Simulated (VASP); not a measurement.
Here is a VASP 6.6.1 calculation.

INCAR

```
ALGO     = Normal         # electronic algorithm
EDIFF    = 1E-6           # SCF threshold, eV
ENCUT    = 520            # plane-wave cutoff, eV
GGA      = PS             # functional
ISIF     = 2              # what is computed and relaxed
ISMEAR   = 1              # smearing method
LASPH    = True           # aspherical terms in the spheres
LCHARG   = False          # write CHGCAR
LREAL    = False          # projectors in reciprocal space
LWAVE    = False          # write WAVECAR
NBANDS   = 35             # bands
NELM     = 100            # most SCF steps
PREC     = Accurate       # precision mode
SIGMA    = 0.0693         # smearing width, eV
```

KPOINTS

```
k-points
0
Gamma
  12 12 2
```

Contents of POSCAR:

```
MoS2
1.0
    3.1416453610      0.0000000000      0.0000000000
   -1.5708226805      2.7207446923      0.0000000000
    0.0000000000      0.0000000000     11.9418000000
Mo S
2 4
Direct
    0.3333333333      0.6666666667      0.2500000000
    0.6666666667      0.3333333333      0.7500000000
    0.3333333333      0.6666666667      0.6259932117
    0.6666666667      0.3333333333      0.1259932117
    0.3333333333      0.6666666667      0.8740067883
    0.6666666667      0.3333333333      0.3740067883
```

Potentials or basis: VASP PAW PBE potentials, release 64 (Mo_sv, S).

The run is started by

```bash
$ cat potpaw_PBE.64/Mo_sv/POTCAR potpaw_PBE.64/S/POTCAR > POTCAR
$ mpirun -np 1 vasp_std > vasp.out
```

(1) What does it give for the pressure?

(2) Predict the band gap on the k mesh.

## Answers

(1) 9.4 GPa.

(2) 0.50 eV (least direct gap 1.58 eV).

Caveat: the cell stands under pressure; the PAW data sets were made with another functional, which shifts forces and pressure a little; this functional lacks dispersion, which binds the layers, so the pressure and a relaxed spacing across them are unreliable.
